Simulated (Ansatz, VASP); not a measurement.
Si2Se: VASP beside Ansatz

The input INCAR:

```
ALGO = Normal ; EDIFF = 1E-6
EDIFFG = -0.04 ; ENCUT = 600
GGA = PE ; IBRION = 2
ISIF = 3 ; ISMEAR = 0
LASPH = True ; LCHARG = False
LREAL = False ; LWAVE = False
NELM = 100 ; NSW = 90
PREC = Accurate ; SIGMA = 0.1
```

File KPOINTS:

```
k-points
0
Gamma
  6 6 4
```

File POSCAR:

```
Si2Se
1.0
    3.1442893100      0.0000000000      0.0000000000
   -1.5721446600      2.7230344200      0.0000000000
    0.0000000000      0.0000000000      4.9566023500
Si Se
2 1
Direct
    0.6666666700      0.3333333300      0.7249647000
    0.6666666700      0.3333333300      0.2750353000
    0.0000000000      0.0000000000      0.0000000000
```

Input for Ansatz:

```yaml
crystal:
  lattice:
    - [3.14428931, 0.0, 0.0]
    - [-1.57214466, 2.72303442, 0.0]
    - [0.0, 0.0, 4.95660235]
  atoms:
    - { symbol: Si, position: [0.66666667, 0.33333333, 0.7249647] }
    - { symbol: Si, position: [0.66666667, 0.33333333, 0.2750353] }
    - { symbol: Se, position: [0.0, 0.0, 0.0] }
basis:
  ecutwfc: 420
kpoints:
  mp_grid: { grid: [6, 6, 4] }
hamiltonian:
  xc: pbe
scf:
  occupations: { method: gaussian, width: 0.1 }
  lower_state_search: "off"
output:
  forces: true
  stress: true
  eigenvalues: true
relax:
  adjacent_minimum: "off"
  f_tol: 0.04
  max_steps: 70
  cell: { stress_tol: 0.4 }
```

Alike in both runs: task relaxation of cell and atoms; functional PBE; k mesh 6 × 6 × 4; occupations gaussian, width 0.1 eV; no spin polarisation.

```csv
,VASP,Ansatz
version,VASP 6.6.1,Ansatz 0.2.0
potentials or method,"VASP PAW PBE potentials, release 64 (Si, Se), cutoff 600 eV","scalar-relativistic, plane waves, PAW"
valence electrons in the cell,14,24
```

Ansatz gave:

| Property | Result |
| --- | --- |
| gap on the k mesh at the Fermi level, each at its own relaxed structure (eV) | none |
| relaxed volume (Å³/atom) | 19.72 |
| relaxed length of the cell vector where the two differ most in proportion (Å) | 3.383 |

**Question.** What did VASP give for the same quantities?

**Answer.** gap on the k mesh at the Fermi level, each at its own relaxed structure (eV): none; relaxed volume (Å³/atom): 19.76; relaxed length of the cell vector where the two differ most in proportion (Å): 3.387.

A gap of «none» marks a metal or a gap that the smearing closes. VASP's potentials hold 14 valence electrons a cell and Ansatz's 24, so a difference there can come from the potentials and not from the codes.

The k mesh is coarse, so the values compare programs but aren't converged. Noted on VASP's run: the volume moved by over 15 % at a fixed basis, so the end points are rough.
